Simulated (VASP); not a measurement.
# NiSb (P6_3/mmc) in VASP: a series of runs

NiSb is run at these levels: PBE; tasks: single point.

Everything below comes from runs of VASP 6.6.1. Logs are shortened: lines on timing, memory, paths and dates and some standing lists are left out, and cuts for length are marked.

## Step 1: The cell of the first run

The structure is hexagonal, space group P6_3/mmc (No. 194). Conventional cell: a = 3.875 Å, b = 3.875 Å, c = 5.051 Å, α = 90.00°, β = 90.00°, γ = 120.00°. Within 3.4 Å of Sb (site symmetry -6m2) lie 6 Ni at 2.57 Å and 6 Sb at 3.37 Å. Within 3.3 Å of Ni (site symmetry -3m) lie 2 Ni at 2.53 Å and 6 Sb at 2.57 Å.

## Step 2: Single point, PBE, collinear spin, ferromagnetic start (16.42 Å³/atom)

The input, INCAR:

```
PREC     = Accurate       # precision mode
ENCUT    = 520            # plane-wave cutoff, eV
EDIFF    = 1E-6           # SCF threshold, eV
ISMEAR   = -1             # smearing method
SIGMA    = 0.05           # smearing width, eV
LREAL    = F              # projectors in reciprocal space
LASPH    = T              # aspherical terms in the spheres
NELM     = 150            # most SCF steps
ALGO     = Normal         # electronic algorithm
ISIF     = 2              # what is computed and relaxed
LWAVE    = F              # write WAVECAR
LCHARG   = T              # write CHGCAR
ISPIN    = 2              # spin polarisation
MAGMOM   = 0 0 1 1        # initial moments
LORBIT   = 11             # projections on sites
LMAXMIX  = 4              # l up to which the mixer works
GGA      = PE             # functional
LELF     = T              # ELF
LVHAR    = T            
NBANDS   = 27             # bands
```

The input, KPOINTS:

```
regular mesh
0
Gamma
  8 8 5
```

The input, POSCAR:

```
NiSb
1.0
    3.8749124112      0.0000000000      0.0000000000
   -1.9374562056      3.3557725856      0.0000000000
    0.0000000000      0.0000000000      5.0508023282
Sb Ni
2 2
Direct
    0.6666666667      0.3333333333      0.7500000000
    0.3333333333      0.6666666667      0.2500000000
    0.0000000000      0.0000000000      0.5000000000
    0.0000000000      0.0000000000      0.0000000000
```

Potentials or basis: VASP PAW PBE potentials, release 64 (Sb, Ni).

Started as:

```sh
cat potpaw_PBE.64/Sb/POTCAR potpaw_PBE.64/Ni/POTCAR > POTCAR
mpirun -np 1 vasp_std > vasp.out
```

OUTCAR:

```text
PREC = Accurate
   ENCUT = 520
   EDIFF = 1E-6
   ISMEAR = -1
   LREAL = F
   LASPH = T
   NELM = 150
   ISIF = 2
   ISPIN = 2
   LORBIT = 11
   GGA = PE

 ion  position               nearest neighbor table
   1  0.667  0.333  0.750-   3 2.57   4 2.57   3 2.57   4 2.57   3 2.57   4 2.57   2 3.37   2 3.37
                             2 3.37   2 3.37   2 3.37   2 3.37
   2  0.333  0.667  0.250-   3 2.57   4 2.57   3 2.57   4 2.57   3 2.57   4 2.57   1 3.37   1 3.37
                             1 3.37   1 3.37   1 3.37   1 3.37
   3  0.000  0.000  0.500-   4 2.53   4 2.53   1 2.57   2 2.57   1 2.57   2 2.57   1 2.57   2 2.57

   4  0.000  0.000  0.000-   3 2.53   3 2.53   1 2.57   2 2.57   1 2.57   2 2.57   1 2.57   2 2.57

  LATTYP: Found a hexagonal cell.
 ALAT       =     3.8749124112
 C/A-ratio  =     1.3034623218

  Lattice vectors:

 A1 = (   3.8749124112,   0.0000000000,   0.0000000000)
 A2 = (  -1.9374562056,   3.3557725856,   0.0000000000)
 A3 = (   0.0000000000,   0.0000000000,   5.0508023282)

Analysis of symmetry for initial positions (statically):
=====================================================================
 Subroutine PRICEL returns:
 Original cell was already a primitive cell.

 Routine SETGRP: Setting up the symmetry group for a
 hexagonal supercell.

 Subroutine GETGRP returns: Found 24 space group operations
 (whereof 12 operations were pure point group operations)
 out of a pool of 24 trial point group operations.

The static configuration has the point symmetry D_3d.
 The point group associated with its full space group is D_6h.

Analysis of symmetry for dynamics (positions and initial velocities):
=====================================================================
 Subroutine PRICEL returns:
 Original cell was already a primitive cell.

 Routine SETGRP: Setting up the symmetry group for a
 hexagonal supercell.

 Subroutine GETGRP returns: Found 24 space group operations
 (whereof 12 operations were pure point group operations)
 out of a pool of 24 trial point group operations.

The dynamic configuration has the point symmetry D_3d.
 The point group associated with its full space group is D_6h.

Analysis of structural, dynamic, and magnetic symmetry:
=====================================================================
 Subroutine PRICEL returns:
 Original cell was already a primitive cell.

 Routine SETGRP: Setting up the symmetry group for a
 hexagonal supercell.

 Subroutine GETGRP returns: Found 24 space group operations
 (whereof 12 operations were pure point group operations)
 out of a pool of 24 trial point group operations.

The overall configuration has the point symmetry D_3d.
 The point group associated with its full space group is D_6h.

 Subroutine INISYM returns: Found 24 space group operations
 (whereof 12 operations are pure point group operations),
 and found     1 'primitive' translations

----------------------------------------------------------------------------------------

                                     Primitive cell

  volume of cell :      65.6772

  direct lattice vectors                    reciprocal lattice vectors
     3.874912411  0.000000000  0.000000000     0.258070349  0.148996986  0.000000000
    -1.937456206  3.355772586  0.000000000     0.000000000  0.297993971  0.000000000
     0.000000000  0.000000000  5.050802328     0.000000000  0.000000000  0.197988346

  length of vectors
     3.874912411  3.874912411  5.050802328     0.297993971  0.297993971  0.197988346

  position of ions in fractional coordinates (direct lattice)
     0.666666667  0.333333333  0.750000000
     0.333333333  0.666666667  0.250000000
     0.000000000  0.000000000  0.500000000
     0.000000000  0.000000000  0.000000000

  ion indices of the primitive-cell ions
   primitive index   ion index
                 1           1
                 2           2
                 3           3
                 4           4

----------------------------------------------------------------------------------------

 KPOINTS: regular mesh

Automatic generation of k-mesh.
 Grid dimensions read from file:
 generate k-points for:    8    8    5

 Generating k-lattice:

  Cartesian coordinates                     Fractional coordinates (reciprocal lattice)
     0.032258794  0.018624623  0.000000000     0.125000000  0.000000000  0.000000000
     0.000000000  0.037249246  0.000000000     0.000000000  0.125000000  0.000000000
     0.000000000  0.000000000  0.039597669     0.000000000  0.000000000  0.200000000

  Length of vectors
     0.037249246  0.037249246  0.039597669

  Shift w.r.t. Gamma in fractional coordinates (k-lattice)
     0.000000000  0.000000000  0.000000000

 Subroutine IBZKPT returns following result:
 ===========================================

 Found     30 irreducible k-points:

 Following reciprocal coordinates:
            Coordinates               Weight
  0.000000  0.000000  0.000000      1.000000
  0.125000  0.000000  0.000000      6.000000
  0.250000  0.000000  0.000000      6.000000
  0.375000  0.000000  0.000000      6.000000
  0.500000  0.000000  0.000000      3.000000
  0.125000  0.125000  0.000000      6.000000
[... 16 lines left out ...]
  0.250000  0.000000  0.400000     12.000000
  0.375000  0.000000  0.400000     12.000000
 [... further k-points ...]
   k-points           NKPTS =     30   k-points in BZ     NKDIM =     30   number of bands    NBANDS=     27
   number of dos      NEDOS =    301   number of ions     NIONS =      4
   total plane-waves  NPLWV =  36000
   dimension x,y,z NGX =    30 NGY =   30 NGZ =   40
   dimension x,y,z NGXF=    60 NGYF=   60 NGZF=   80
   ions per type =               2   2
   NGX,Y,Z   is equivalent  to a cutoff of  12.87, 12.87, 13.17 a.u.
   NGXF,Y,Z  is equivalent  to a cutoff of  25.74, 25.74, 26.33 a.u.
 SYSTEM =  unknown system
   PREC   = accura    normal or accurate (medium, high low for compatibility)
   ISTART =      0    job   : 0-new  1-cont  2-samecut
   ICHARG =      2    charge: 1-file 2-atom 10-const
   ISPIN  =      2    spin polarized calculation?
   LNONCOLLINEAR =      F non collinear calculations
   LSORBIT =      F    spin-orbit coupling
   LASPH  =      T    aspherical Exc in radial PAW
   ENCUT  =  520.0 eV  38.22 Ry    6.18 a.u.   7.20  7.20  9.39*2*pi/ulx,y,z
   NELM   =    150;   NELMIN=  2; NELMDL= -5     # of ELM steps
   EDIFF  = 0.1E-05   stopping-criterion for ELM
   LREAL  =      F    real-space projection
   EDIFFG = 0.1E-04   stopping-criterion for IOM
   NSW    =      0    number of steps for IOM
   IBRION =     -1    ionic relax: 0-MD 1-quasi-New 2-CG
   NFREE  =      0    steps in history (QN), initial steepest desc. (CG)
   ISIF   =      2    stress and relaxation
   ISYM   =      2    0-nonsym 1-usesym 2-fastsym
   POTIM  = 0.5000    time-step for ionic-motion
   TEBEG  =    0.0;   TEEND  =   0.0 temperature during run
   PSTRESS=    0.0 pullay stress
   NELECT =      30.0000    total number of electrons
   NUPDOWN=      -1.0000    fix difference up-down
   EMIN   =  10.00;   EMAX   =-10.00  energy-range for DOS
   EFERMI =   0.00;   METHOD = LEGACY
   ISMEAR =    -1;   SIGMA  =   0.05  broadening in eV -4-tet -1-fermi 0-gaus
   EFERMI_NEDOS =   21; number of points for ismear=-14 and -15
   IALGO  =     38    algorithm
   IMIX   =      4    mixing-type and parameters
     AMIX     =   0.40;   BMIX     =  1.00
     AMIX_MAG =   1.60;   BMIX_MAG =  1.00
  volume/ion in A,a.u.               =      16.42       110.80
  Fermi-wavevector in a.u.,A,eV,Ry     =   1.260793  2.382553 21.627794  1.589598
  Thomas-Fermi vector in A             =   2.394284
   LORBIT       =     11    0 simple, 1 ext, 2 COOP (PROOUT), +10 PAW based schemes
   GGA     = PE    functional components
   LHFCALC =     F    Hartree Fock is set to
   AEXX    =    0.0000 exact exchange contribution
   IVDW    =     0    specifies the selected vdW correction
   LEPSILON=     F    determine dielectric tensor
   LRPA    =     F    only Hartree local field effects (RPA)
 spin polarized calculation
  energy-cutoff  :      520.00
  volume of cell :       65.68
 maximum number of plane-waves:      1793
 NGX is ok and might be reduce to    30
   NGX = 15   NGY = 15   NGZ = 19

 number of electron      30.0000007 magnetization       0.0001020

 number of electron      30.0000007 magnetization      -0.0000507

 Free energy of the ion-electron system (eV)
  ---------------------------------------------------
  ext. energy  EPLUGINS =         0.00000000
  ---------------------------------------------------
  free energy    TOTEN  =       -20.18317114 eV

  energy without entropy =      -20.16642243  energy(sigma->0) =      -20.17479678

 E-fermi :  10.6620     XC(G=0): -11.7371

 val. band max:       10.6487691922   @ k =   0.1250   0.0000   0.0000
 cond. band min:      10.7030925983   @ k =   0.3750   0.2500   0.0000
 fundamental gap:      0.0543234060
 Fermi energy:        10.6620077075

 spin component 1

 k-point     1 :       0.0000    0.0000    0.0000
  band No.  band energies     occupation
      1      -2.6613      1.00000
      2       2.1832      1.00000
      3       4.1475      1.00000
      4       6.5289      1.00000
      5       6.5289      1.00000
      6       7.3044      1.00000
[... 19 lines left out ...]
     26      20.4997      0.00000
     27      20.4997      0.00000
[... 667 lines left out ...]
      5       7.1154      1.00000
      6       7.3653      1.00000
[... 19 lines left out ...]
     26      21.7031      0.00000
     27      22.4827      0.00000

 [... further k-points ...]

 spin component 2

 k-point     1 :       0.0000    0.0000    0.0000
  band No.  band energies     occupation
      1      -2.6614      1.00000
      2       2.1832      1.00000
      3       4.1475      1.00000
      4       6.5289      1.00000
      5       6.5289      1.00000
      6       7.3044      1.00000
[... 19 lines left out ...]
     26      20.4997      0.00000
     27      20.4997      0.00000
[... 667 lines left out ...]
      5       7.1154      1.00000
      6       7.3653      1.00000
[... 19 lines left out ...]
     26      21.7030      0.00000
     27      22.4826      0.00000

 [... further k-points ...]
[... 5 lines left out ...]
  --------------------------------------------------------------------------------------
  -------------------------------------------------------------------------------------
  Total        3.9511957      3.9511957      3.6823467     -0.0000000     -0.0000000      0.0000000
  in kB       96.3883034     96.3883034     89.8298078     -0.0000000     -0.0000000      0.0000000
  external PRESSURE =      94.2021382 kB  Pullay stress =       0.0000000 kB

 VOLUME and BASIS-vectors are now :
 -----------------------------------------------------------------------------
  energy-cutoff  :      520.00
  volume of cell :       65.68
      direct lattice vectors                 reciprocal lattice vectors
     3.874912411  0.000000000  0.000000000     0.258070349  0.148996986  0.000000000
    -1.937456206  3.355772586  0.000000000     0.000000000  0.297993971  0.000000000
     0.000000000  0.000000000  5.050802328     0.000000000  0.000000000  0.197988346

 POSITION                                       TOTAL-FORCE (eV/Angst)
 -----------------------------------------------------------------------------------
      1.93746      1.11859      3.78810         0.000000      0.000000      0.000000
     -0.00000      2.23718      1.26270        -0.000000      0.000000      0.000000
      0.00000      0.00000      2.52540        -0.000000      0.000000      0.000000
      0.00000      0.00000      0.00000        -0.000000      0.000000      0.000000
 -----------------------------------------------------------------------------------
    total drift:                                0.000000     -0.000000      0.000000

  FREE ENERGIE OF THE ION-ELECTRON SYSTEM (eV)
  ---------------------------------------------------
  free  energy   TOTEN  =       -20.1831711400 eV

  energy  without entropy=      -20.1664224297  energy(sigma->0) =      -20.17479678

 total charge

# of ion       s       p       d       tot
------------------------------------------
    1        1.124   1.252   0.085   2.460
    2        1.124   1.252   0.085   2.460
    3        0.466   0.527   8.488   9.481
    4        0.466   0.527   8.488   9.481
--------------------------------------------------
tot          3.180   3.557  17.146  23.883

 magnetization (x)

# of ion       s       p       d       tot
------------------------------------------
    1        0.000  -0.000  -0.000  -0.000
    2        0.000  -0.000  -0.000  -0.000
    3       -0.000  -0.000   0.000   0.000
    4       -0.000  -0.000   0.000   0.000
--------------------------------------------------
tot         -0.000  -0.000   0.000   0.000
```

It took 74 s on 1 thread of AMD EPYC 9R45 (Zen 5), shared host; peak memory 0.23 GiB.

Results:

| Item | Value |
| --- | --- |
| Free energy | -20.1832 eV |
| Pressure | 9.4 GPa |
| Band gap on the k mesh | zero (filled and empty bands overlap) |
| Net moment | 0.00 μB per cell |
| Valence electrons inside the program's atomic spheres | Sb 2.46; Ni 9.48 |

Levels at points of the mesh, in eV from the Fermi level:
Spin up:
| k point | band 11 | band 12 | band 13 | band 14 | band 15 | band 16 | band 17 | band 18 | band 19 | band 20 |
| --- | --- | --- | --- | --- | --- | --- | --- | --- | --- | --- |
| (0.00, 0.00, 0.00) | -1.42 | -1.42 | -0.03 | 0.65 | 0.65 | 2.62 | 2.62 | 3.21 | 4.29 | 5.72 |
| (0.50, 0.00, 0.00) | -2.23 | -1.98 | -1.69 | -1.49 | -1.40 | -0.27 | 1.21 | 3.48 | 4.22 | 5.43 |
Spin down:
```tsv
k point	band 12	band 13	band 14	band 15	band 16	band 17	band 18	band 19
(0.00, 0.00, 0.00)	-1.42	-0.03	0.65	0.65	2.62	2.62	3.21	4.29
(0.50, 0.00, 0.00)	-1.98	-1.69	-1.49	-1.40	-0.27	1.21	3.48	4.22
```

Caveat: the cell stands under pressure; the moments typed at the start vanished in this run; spin-orbit coupling is left out, which moves the levels of the heavy elements.

## Step 3: Single point, PBE, collinear spin, ferromagnetic start (16.76 Å³/atom)

This run uses another cell than the first one, of 16.76 Å³/atom.

The input, INCAR:

```
SYSTEM = NiSb
PREC = Accurate
ENCUT = 520
EDIFF = 1E-6
ISMEAR = -1
SIGMA = 0.05
LREAL = .FALSE.
LASPH = .TRUE.
NELM = 150
ALGO = Normal
ISIF = 2
LWAVE = .FALSE.
LCHARG = .FALSE.
ISPIN = 2
MAGMOM = 0 0 1 1
LORBIT = 11
LMAXMIX = 4
GGA = PE
NBANDS = 27
```

The input, KPOINTS:

```
regular mesh
0
G
  8 8 5
  0 0 0
```

The input, POSCAR:

```
NiSb
1.0
    3.9016367896      0.0000000000      0.0000000000
   -1.9508183948      3.3789165761      0.0000000000
    0.0000000000      0.0000000000      5.0856365485
Sb Ni
2 2
Direct
    0.6666666667      0.3333333333      0.7500000000
    0.3333333333      0.6666666667      0.2500000000
    0.0000000000      0.0000000000      0.5000000000
    0.0000000000      0.0000000000      0.0000000000
```

Potentials or basis: VASP PAW PBE potentials, release 64 (Sb, Ni).

Started as:

```sh
cat potpaw_PBE.64/Sb/POTCAR potpaw_PBE.64/Ni/POTCAR > POTCAR
mpirun -np 1 vasp_std > vasp.out
```

It took 62 s on 1 thread of AMD EPYC 9R45 (Zen 5), shared host; peak memory 0.23 GiB.

The run converged. Its results:

```
Free energy                                           : -20.2501 eV
Pressure                                              : 6.4 GPa
Band gap on the k mesh                                : zero (filled and empty bands overlap)
Net moment                                            : 0.00 μB per cell
Valence electrons inside the program's atomic spheres : Sb 2.44; Ni 9.44
```

Stress tensor (GPa, compression positive):
```
6.60 0.00 0.00
0.00 6.60 0.00
0.00 0.00 6.02
```

Levels at points of the mesh, in eV from the Fermi level:
Spin up:
| k point | band 12 | band 13 | band 14 | band 15 | band 16 | band 17 | band 18 | band 19 |
| --- | --- | --- | --- | --- | --- | --- | --- | --- |
| (0.00, 0.00, 0.00) | -1.37 | -0.02 | 0.64 | 0.64 | 2.57 | 2.57 | 3.19 | 4.19 |
| (0.50, 0.00, 0.00) | -1.91 | -1.63 | -1.43 | -1.36 | -0.30 | 1.19 | 3.47 | 4.12 |
Spin down:
```
           k point  band 11  band 12  band 13  band 14  band 15  band 16  band 17  band 18  band 19  band 20
(0.00, 0.00, 0.00)    -1.37    -1.37    -0.02     0.64     0.64     2.57     2.57     3.20     4.19     5.55
(0.50, 0.00, 0.00)    -2.15    -1.91    -1.63    -1.43    -1.36    -0.30     1.19     3.47     4.12     5.41
```

Caveat: the cell stands under pressure; the moments typed at the start vanished in this run; spin-orbit coupling is left out, which moves the levels of the heavy elements.

The gap in the log of VASP goes by the Fermi energy; the results here count the filled bands.